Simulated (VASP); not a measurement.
Set up this calculation in VASP 6.6.1, as the native input.

```yaml
Task: single point
Functional: PBE
Potentials_or_basis: VASP PAW PBE potentials, release 64 (Pb_d, S)
Cutoff: 500 eV
k_mesh: 12 × 12 × 4
Occupations: fermi-dirac, width 0.02 eV
Spin: non-collinear spin, zero start, spin-orbit coupling
Starting_moments: "[[0.0, 0.0, 0.0], [0.0, 0.0, 0.0], [0.0, 0.0, 0.0], [0.0, 0.0, 0.0]] μB"
Dipole_correction: no
Further_INCAR_settings: ALGO = Normal; EDIFF = 1e-06; NBANDS = 54
```

The structure of PbS lies in POSCAR:

```
PbS
1.0
    4.1234513013      0.0000000000      0.0000000000
   -2.0617256507      3.5710135782      0.0000000000
    0.0000000000      0.0000000000      7.3337316572
Pb S
2 2
Direct
    0.0000000000      0.0000000000      0.0000000000
    0.0000000000      0.0000000000      0.5000000000
    0.3333333333      0.6666666667      0.2500000000
    0.6666666667      0.3333333333      0.7500000000
```

The input as run:

INCAR

```
ALGO = Normal
EDIFF = 1E-6
ENCUT = 500
GGA = PE
GGA_COMPAT = F
ISIF = 2
ISMEAR = -1
LASPH = T
LCHARG = F
LNONCOLLINEAR = T
LORBIT = 11
LORBMOM = T
LREAL = F
LSORBIT = T
LWAVE = F
MAGMOM = 0 0 0 0 0 0 0 0 0 0 0 0
NBANDS = 54
NELM = 200
PREC = Accurate
SIGMA = 0.02
```

KPOINTS

```
k-points
0
Gamma
  12 12 4
```

Potentials or basis: VASP PAW PBE potentials, release 64 (Pb_d, S).

Command:

```bash
$ cat potpaw_PBE.64/Pb_d/POTCAR potpaw_PBE.64/S/POTCAR > POTCAR
$ mpirun -np 1 vasp_ncl > vasp.out
```

It gave:

```yaml
Pressure: 0.8 GPa
Net_moment: 0.00 μB per cell
Valence_electrons_inside_the_program's_atomic_spheres: Pb 11.84; S 3.67
```

It took 10 min on 1 thread of Oxide Virtual Turin-like Processor, on a shared host, peak memory 0.64 GiB.
